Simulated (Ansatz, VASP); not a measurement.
## BaTe in VASP and in Ansatz

```xyz
2
Lattice="4.2625 0.0000 0.0000 0.0000 4.2625 0.0000 0.0000 0.0000 4.2625" Properties=species:S:1:pos:R:3 pbc="T T T"
Ba    0.0000    0.0000    0.0000
Te    2.1312    2.1312    2.1312
```

Alike in both runs: task single point; functional RPBE; k mesh 6 × 6 × 6; occupations gaussian, width 0.05 eV; no spin polarisation.

|  | VASP | Ansatz |
| --- | --- | --- |
| version | VASP 6.6.1 | Ansatz 0.2.0 |
| potentials or method | VASP PAW PBE potentials, release 64 (Ba_sv, Te), cutoff 520 eV | all-electron LAPW, scalar-relativistic |

|  | VASP | Ansatz | Ansatz less VASP |
| --- | --- | --- | --- |
| gap on the k mesh at the Fermi level (eV) | 0.88 | 0.98 | +0.099 |
| least direct gap on the mesh (eV) | 1.10 | 1.20 | +0.096 |
| pressure (GPa) | 1.4 | 1.0 | -0.43 |

VASP's potentials were made for PBE, not for RPBE. Ansatz ran all-electron here, and VASP with PAW potentials.

Spin-orbit coupling is off throughout.
